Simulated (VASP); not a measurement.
A run of VASP 6.6.1 is set up as follows.

File INCAR:

```
  PREC = Accurate
  ENCUT = 520
  EDIFF = 1E-6
  ISMEAR = 0
  SIGMA = 0.05
  LREAL = False
  LASPH = True
  NELM = 100
  ALGO = Normal
  ISIF = 2
  LWAVE = False
  LCHARG = False
  GGA = CA
  NBANDS = 15
```

The input KPOINTS:

```
Automatic mesh
0
Gamma
  10 10 10
```

The input POSCAR:

```
CaSe
1.0
    0.0000000000      2.7084655268      3.5210051849
    2.7084655268      0.0000000000      3.5210051849
    2.7084655268      2.7084655268      0.0000000000
Ca Se
1 1
Direct
    0.0000000000      0.0000000000      0.0000000000
    0.5000000000      0.5000000000      0.5000000000
```

Potentials or basis: VASP PAW LDA potentials, release 64 (Ca_sv, Se).

Run with:

```sh
$ cat potpaw_LDA.64/Ca_sv/POTCAR potpaw_LDA.64/Se/POTCAR > POTCAR
$ mpirun -np 1 vasp_std > vasp.out
```

**Question.** What does it give for the pressure?

**Answer.** 4.4 GPa.

**Question.** What does it give for the band gap on the k mesh?

**Answer.** 1.75 eV (least direct gap 1.84 eV).

Stress tensor (GPa, compression positive):
```
10.29  0.00  0.00
 0.00 10.29  0.00
 0.00  0.00 -7.28
```

Caveat: the stress differs along the axes, from -7 to 10 GPa. A k mesh can miss the band edges.
